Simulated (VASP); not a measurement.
Rh, 2 atoms in the cell. It takes space group P6_3/mmc (No. 194, hexagonal). The conventional cell has a = 2.504 Å, b = 2.504 Å, c = 4.057 Å, α = 90.00°, β = 90.00°, γ = 120.00°. Within 3.3 Å of Rh (site symmetry -6m2) lie 12 Rh at 2.49 to 2.50 Å. This isn't the form of Rh at room conditions, which is fcc.

- Program: VASP 6.6.1
- Task: single point
- Functional: PBE
- Potentials or basis: VASP PAW PBE potentials, release 64 (Rh_pv)
- Cutoff: 520 eV
- k mesh: 18 × 18 × 10
- Occupations: fermi-dirac, width 0.1 eV
- Spin: no spin polarisation
- Dipole correction: no
- Further INCAR settings: ALGO = Normal; EDIFF = 1e-06; NBANDS = 22

Potentials or basis: VASP PAW PBE potentials, release 64 (Rh_pv).

Launch:

```sh
$ cat potpaw_PBE.64/Rh_pv/POTCAR > POTCAR
$ mpirun -np 1 vasp_std > vasp.out
```

Hardware: 1 thread of Intel(R) Xeon(R) 6975P-C (Granite Rapids), with other jobs on the host.

Q: How long does it take, and how much memory?

A: Run time: 32 s on 1 thread of Intel(R) Xeon(R) 6975P-C (Granite Rapids), with other jobs on the host, peak memory 0.2 GiB. Counts: scf iterations 11, k points 222.
